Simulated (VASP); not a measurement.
# Ga4Sb3As (Pmm2) in VASP: single point with PBE

Aim: the single point of Ga4Sb3As with PBE.

All numbers are computed with VASP 6.6.1; they aren't measurements. Logs are shortened: lines on timing, memory, paths and dates and some standing lists are left out, and cuts for length are marked.

## Step 1: The cell of the first run

Symmetry: Pmm2, No. 25, orthorhombic system. Conventional cell: a = 4.314 Å, b = 8.629 Å, c = 6.093 Å, α = 90.00°, β = 90.00°, γ = 90.00°. Ga (site symmetry m) has 1 As at 2.51 Å and 3 Sb at 2.67 to 2.71 Å within 3.3 Å. Within 3.5 Å of Ga (site symmetry mm2) lie 4 Sb at 2.66 to 2.67 Å. Ga (site symmetry mm2) has 2 As at 2.56 Å and 2 Sb at 2.68 Å within 3.4 Å. Sb (site symmetry m) has 4 Ga at 2.66 to 2.68 Å within 3.5 Å. Sb (site symmetry mm2) has 4 Ga at 2.67 to 2.71 Å within 3.5 Å. Within 3.3 Å of As (site symmetry mm2) lie 4 Ga at 2.51 to 2.56 Å.

## Step 2: Single point, PBE

File INCAR:

```
SYSTEM = Ga4Sb3As
PREC     = Accurate       ! precision mode
ENCUT    = 520            ! plane-wave cutoff, eV
EDIFF    = 1E-6           ! SCF threshold, eV
ISMEAR   = 0              ! smearing method
SIGMA    = 0.1            ! smearing width, eV
LREAL    = .FALSE.        ! projectors in reciprocal space
LASPH    = .TRUE.         ! aspherical terms in the spheres
NELM     = 100            ! most SCF steps
ALGO     = Normal         ! electronic algorithm
ISIF     = 2              ! what is computed and relaxed
LWAVE    = .FALSE.        ! write WAVECAR
LCHARG   = .FALSE.        ! write CHGCAR
GGA      = PE             ! functional
NBANDS   = 46             ! bands
```

File KPOINTS:

```
Automatic mesh
0
G
  4 2 4
  0 0 0
```

File POSCAR:

```
Ga4Sb3As
1.0
    4.3138581000      0.0000000000      0.0000000000
    0.0000000000      8.6289022000      0.0000000000
    0.0000000000      0.0000000000      6.0926322000
Ga Sb As
4 3 1
Direct
    0.0000000000      0.7635550000      0.0085450000
    0.5000000000      0.5000000000      0.5079640000
    0.0000000000      0.2364450000      0.0085450000
    0.5000000000      0.0000000000      0.4759490000
    0.5000000000      0.7572890000      0.7498360000
    0.0000000000      0.5000000000      0.2498650000
    0.5000000000      0.2427110000      0.7498360000
    0.0000000000      0.0000000000      0.2494610000
```

Potentials or basis: VASP PAW PBE potentials, release 64 (Ga_d, Sb, As).

Run with:

```bash
$ cat potpaw_PBE.64/Ga_d/POTCAR potpaw_PBE.64/Sb/POTCAR potpaw_PBE.64/As/POTCAR > POTCAR
$ mpirun -np 1 vasp_std > vasp.out
```

OUTCAR:

```text
SYSTEM = Ga4Sb3As
   PREC = Accurate
   ENCUT = 520
   EDIFF = 1E-6
   ISMEAR = 0
   LREAL = .FALSE.
   LASPH = .TRUE.
   NELM = 100
   ISIF = 2
   GGA = PE

 ion  position               nearest neighbor table
   1  0.000  0.764  0.009-   8 2.51   5 2.67   5 2.67   6 2.71
   2  0.500  0.500  0.508-   5 2.66   7 2.66   6 2.67   6 2.67
   3  0.000  0.236  0.009-   8 2.51   7 2.67   7 2.67   6 2.71
   4  0.500  0.000  0.476-   8 2.56   8 2.56   5 2.68   7 2.68
   5  0.500  0.757  0.750-   2 2.66   1 2.67   1 2.67   4 2.68
   6  0.000  0.500  0.250-   2 2.67   2 2.67   3 2.71   1 2.71
   7  0.500  0.243  0.750-   2 2.66   3 2.67   3 2.67   4 2.68
   8  0.000  0.000  0.249-   1 2.51   3 2.51   4 2.56   4 2.56

  LATTYP: Found a simple orthorhombic cell.
 ALAT       =     4.3138581000
 B/A-ratio  =     1.4123395018
 C/A-ratio  =     2.0002749279

  Lattice vectors:

 A1 = (  -4.3138581000,   0.0000000000,   0.0000000000)
 A2 = (   0.0000000000,   0.0000000000,   6.0926322000)
 A3 = (   0.0000000000,   8.6289022000,   0.0000000000)

Analysis of symmetry for initial positions (statically):
=====================================================================
 Subroutine PRICEL returns:
 Original cell was already a primitive cell.

 Routine SETGRP: Setting up the symmetry group for a
 simple orthorhombic supercell.

 Subroutine GETGRP returns: Found  4 space group operations
 (whereof  4 operations were pure point group operations)
 out of a pool of  8 trial point group operations.

The static configuration has the point symmetry C_2v.

Analysis of symmetry for dynamics (positions and initial velocities):
=====================================================================
 Subroutine PRICEL returns:
 Original cell was already a primitive cell.

 Routine SETGRP: Setting up the symmetry group for a
 simple orthorhombic supercell.

 Subroutine GETGRP returns: Found  4 space group operations
 (whereof  4 operations were pure point group operations)
 out of a pool of  8 trial point group operations.

The dynamic configuration has the point symmetry C_2v.

 Subroutine INISYM returns: Found  4 space group operations
 (whereof  4 operations are pure point group operations),
 and found     1 'primitive' translations

----------------------------------------------------------------------------------------

                                     Primitive cell

  volume of cell :     226.7913

  direct lattice vectors                    reciprocal lattice vectors
     4.313858100  0.000000000  0.000000000     0.231811056  0.000000000  0.000000000
     0.000000000  8.628902200  0.000000000     0.000000000  0.115889597  0.000000000
     0.000000000  0.000000000  6.092632200     0.000000000  0.000000000  0.164132672

  length of vectors
     4.313858100  8.628902200  6.092632200     0.231811056  0.115889597  0.164132672

  position of ions in fractional coordinates (direct lattice)
     0.000000000  0.763555000  0.008545000
     0.500000000  0.500000000  0.507964000
     0.000000000  0.236445000  0.008545000
     0.500000000  0.000000000  0.475949000
     0.500000000  0.757289000  0.749836000
     0.000000000  0.500000000  0.249865000
     0.500000000  0.242711000  0.749836000
     0.000000000  0.000000000  0.249461000

  ion indices of the primitive-cell ions
   primitive index   ion index
                 1           1
                 2           2
                 3           3
                 4           4
                 5           5
                 6           6
                 7           7
                 8           8

----------------------------------------------------------------------------------------

 KPOINTS: Automatic mesh

Automatic generation of k-mesh.
 Grid dimensions read from file:
 generate k-points for:    4    2    4

 Generating k-lattice:

  Cartesian coordinates                     Fractional coordinates (reciprocal lattice)
     0.057952764  0.000000000  0.000000000     0.250000000  0.000000000  0.000000000
     0.000000000  0.057944799  0.000000000     0.000000000  0.500000000  0.000000000
     0.000000000  0.000000000  0.041033168     0.000000000  0.000000000  0.250000000

  Length of vectors
     0.057952764  0.057944799  0.041033168

  Shift w.r.t. Gamma in fractional coordinates (k-lattice)
     0.000000000  0.000000000  0.000000000

 Subroutine IBZKPT returns following result:
 ===========================================

 Found     18 irreducible k-points:

 Following reciprocal coordinates:
            Coordinates               Weight
  0.000000  0.000000  0.000000      1.000000
  0.250000  0.000000  0.000000      2.000000
  0.500000  0.000000  0.000000      1.000000
  0.000000  0.500000  0.000000      1.000000
  0.250000  0.500000  0.000000      2.000000
  0.500000  0.500000  0.000000      1.000000
[... 10 lines left out ...]
  0.250000  0.500000  0.500000      2.000000
  0.500000  0.500000  0.500000      1.000000
   k-points           NKPTS =     18   k-points in BZ     NKDIM =     18   number of bands    NBANDS=     46
   number of dos      NEDOS =    301   number of ions     NIONS =      8
   total plane-waves  NPLWV =  98304
   dimension x,y,z NGX =    32 NGY =   64 NGZ =   48
   dimension x,y,z NGXF=    64 NGYF=  128 NGZF=   96
   ions per type =               4   3   1
   NGX,Y,Z   is equivalent  to a cutoff of  12.33, 12.33, 13.10 a.u.
   NGXF,Y,Z  is equivalent  to a cutoff of  24.66, 24.66, 26.19 a.u.
 SYSTEM =  Ga4Sb3As
   PREC   = accura    normal or accurate (medium, high low for compatibility)
   ISTART =      0    job   : 0-new  1-cont  2-samecut
   ICHARG =      2    charge: 1-file 2-atom 10-const
   ISPIN  =      1    spin polarized calculation?
   LNONCOLLINEAR =      F non collinear calculations
   LSORBIT =      F    spin-orbit coupling
   LASPH  =      T    aspherical Exc in radial PAW
   ENCUT  =  520.0 eV  38.22 Ry    6.18 a.u.   8.02 16.04 11.33*2*pi/ulx,y,z
   NELM   =    100;   NELMIN=  2; NELMDL= -5     # of ELM steps
   EDIFF  = 0.1E-05   stopping-criterion for ELM
   LREAL  =      F    real-space projection
   EDIFFG = 0.1E-04   stopping-criterion for IOM
   NSW    =      0    number of steps for IOM
   IBRION =     -1    ionic relax: 0-MD 1-quasi-New 2-CG
   NFREE  =      0    steps in history (QN), initial steepest desc. (CG)
   ISIF   =      2    stress and relaxation
   ISYM   =      2    0-nonsym 1-usesym 2-fastsym
   POTIM  = 0.5000    time-step for ionic-motion
   TEBEG  =    0.0;   TEEND  =   0.0 temperature during run
   PSTRESS=    0.0 pullay stress
   NELECT =      72.0000    total number of electrons
   NUPDOWN=      -1.0000    fix difference up-down
   EMIN   =  10.00;   EMAX   =-10.00  energy-range for DOS
   EFERMI =   0.00;   METHOD = LEGACY
   ISMEAR =     0;   SIGMA  =   0.10  broadening in eV -4-tet -1-fermi 0-gaus
   EFERMI_NEDOS =   21; number of points for ismear=-14 and -15
   IALGO  =     38    algorithm
   IMIX   =      4    mixing-type and parameters
     AMIX     =   0.40;   BMIX     =  1.00
     AMIX_MAG =   1.60;   BMIX_MAG =  1.00
  volume/ion in A,a.u.               =      28.35       191.31
  Fermi-wavevector in a.u.,A,eV,Ry     =   1.116804  2.110453 16.969876  1.247251
  Thomas-Fermi vector in A             =   2.253421
   LORBIT       =      0    0 simple, 1 ext, 2 COOP (PROOUT), +10 PAW based schemes
   GGA     = PE    functional components
   LHFCALC =     F    Hartree Fock is set to
   AEXX    =    0.0000 exact exchange contribution
   IVDW    =     0    specifies the selected vdW correction
   LEPSILON=     F    determine dielectric tensor
   LRPA    =     F    only Hartree local field effects (RPA)
 non-spin polarized calculation
 Gauss-broadening in eV      SIGMA  =   0.10
  energy-cutoff  :      520.00
  volume of cell :      226.79
 maximum number of plane-waves:      6148
   NGX = 17   NGY = 33   NGZ = 23

 number of electron      72.0000046 magnetization

 Free energy of the ion-electron system (eV)
  ---------------------------------------------------
  ext. energy  EPLUGINS =         0.00000000
  ---------------------------------------------------
  free energy    TOTEN  =       -30.00774546 eV

  energy without entropy =      -30.00261542  energy(sigma->0) =      -30.00518044

 E-fermi :   4.3022     XC(G=0):  -8.9972

 val. band max:        4.2554832691   @ k =   0.0000   0.0000   0.0000
 cond. band min:       4.3189792479   @ k =   0.0000   0.0000   0.0000
 fundamental gap:      0.0634959788
 Fermi energy:         4.3022104605

 k-point     1 :       0.0000    0.0000    0.0000
  band No.  band energies     occupation
      1     -10.7541      2.00000
      2     -10.7316      2.00000
      3     -10.7119      2.00000
      4     -10.6869      2.00000
      5     -10.6860      2.00000
      6     -10.6801      2.00000
[... 38 lines left out ...]
     45       8.8605      0.00000
     46       9.0016      0.00000

 k-point     2 :       0.2500    0.0000    0.0000
  band No.  band energies     occupation
      1     -10.7594      2.00000
      2     -10.7349      2.00000
      3     -10.7127      2.00000
      4     -10.6852      2.00000
      5     -10.6812      2.00000
      6     -10.6759      2.00000
[... 38 lines left out ...]
     45       8.0689      0.00000
     46       8.8727      0.00000

 k-point     3 :       0.5000    0.0000    0.0000
  band No.  band energies     occupation
      1     -10.7676      2.00000
      2     -10.7388      2.00000
      3     -10.7092      2.00000
      4     -10.6851      2.00000
      5     -10.6780      2.00000
      6     -10.6756      2.00000
[... 724 lines left out ...]
     45       9.0896      0.00000
     46       9.1088      0.00000

 k-point    18 :       0.5000    0.5000    0.5000
  band No.  band energies     occupation
      1     -10.7647      2.00000
      2     -10.7329      2.00000
      3     -10.7077      2.00000
      4     -10.6882      2.00000
      5     -10.6793      2.00000
      6     -10.6790      2.00000
[... 38 lines left out ...]
     45       9.5137      0.00000
     46       9.5495      0.00000

------------------------ aborting loop because EDIFF is reached ----------------------------------------

  FORCE on cell =-STRESS in cart. coord.  units (eV):
  Direction    XX          YY          ZZ          XY          YZ          ZX
  --------------------------------------------------------------------------------------
  -------------------------------------------------------------------------------------
  Total        0.8629812      0.9277221     -0.3119804      0.0000000      0.0000000      0.0000000
  in kB        6.0965700      6.5539350     -2.2039995      0.0000000      0.0000000      0.0000000
  external PRESSURE =       3.4821685 kB  Pullay stress =       0.0000000 kB

 VOLUME and BASIS-vectors are now :
 -----------------------------------------------------------------------------
  energy-cutoff  :      520.00
  volume of cell :      226.79
      direct lattice vectors                 reciprocal lattice vectors
     4.313858100  0.000000000  0.000000000     0.231811056  0.000000000  0.000000000
     0.000000000  8.628902200  0.000000000     0.000000000  0.115889597  0.000000000
     0.000000000  0.000000000  6.092632200     0.000000000  0.000000000  0.164132672

 POSITION                                       TOTAL-FORCE (eV/Angst)
 -----------------------------------------------------------------------------------
      0.00000      6.58864      0.05206         0.000000     -0.011150      0.025396
      2.15693      4.31445      3.09484        -0.000000      0.000000      0.026033
      0.00000      2.04026      0.05206         0.000000      0.011150      0.025396
      2.15693      0.00000      2.89978        -0.000000      0.000000     -0.018015
      2.15693      6.53457      4.56847        -0.000000     -0.029378     -0.016510
      0.00000      4.31445      1.52234        -0.000000      0.000000     -0.028184
      2.15693      2.09433      4.56847         0.000000      0.029378     -0.016510
      0.00000      0.00000      1.51987        -0.000000      0.000000      0.002394
 -----------------------------------------------------------------------------------
    total drift:                                0.000000      0.000000      0.003889

  FREE ENERGIE OF THE ION-ELECTRON SYSTEM (eV)
  ---------------------------------------------------
  free  energy   TOTEN  =       -30.0077454565 eV

  energy  without entropy=      -30.0026154178  energy(sigma->0) =      -30.00518044
```

Run time: 4.9 min. Hardware: 1 thread of Intel Xeon 8259CL, shared host; peak memory 0.41 GiB.

What came out:

```
Free energy            : -30.0077 eV
Pressure               : 0.3 GPa
Largest force          : 0.034 eV/Å
Band gap on the k mesh : 0.06 eV
```

Forces on the atoms (eV/Å):
```
Ga   0.000 -0.011  0.025
Ga   0.000  0.000  0.026
Ga   0.000  0.011  0.025
Ga   0.000  0.000 -0.018
Sb   0.000 -0.029 -0.017
Sb   0.000  0.000 -0.028
Sb   0.000  0.029 -0.017
As   0.000  0.000  0.002
```

Levels at points of the mesh, in eV from the valence-band top:
```csv
k point,band 32,band 33,band 34,band 35,band 36,band 37,band 38,band 39,band 40,band 41
"(0.00, 0.00, 0.00)",-1.33,-0.95,-0.31,-0.04,0.00,0.06,1.04,1.35,1.96,2.27
"(0.50, 0.00, 0.00)",-2.48,-2.42,-2.36,-1.32,-0.95,1.07,1.11,1.32,1.40,1.83
"(0.00, 0.50, 0.00)",-1.88,-1.35,-1.23,-0.43,-0.05,0.98,1.72,1.73,1.79,3.16
"(0.50, 0.50, 0.00)",-2.64,-2.40,-2.24,-2.24,-2.07,2.03,2.06,2.07,2.25,2.59
"(0.00, 0.00, 0.50)",-1.39,-1.10,-1.06,-1.01,-0.87,0.17,0.62,1.34,1.52,2.53
"(0.50, 0.00, 0.50)",-2.96,-1.29,-1.10,-1.07,-0.87,0.21,0.59,3.55,3.65,3.81
"(0.00, 0.50, 0.50)",-1.73,-1.45,-1.18,-1.16,-1.11,1.22,1.70,1.74,1.86,3.34
"(0.50, 0.50, 0.50)",-2.83,-1.92,-1.83,-1.74,-1.67,2.19,2.19,2.33,2.53,3.37
```

Caveat: spin-orbit coupling is left out, which moves the levels of the heavy elements. A k mesh can miss the band edges.
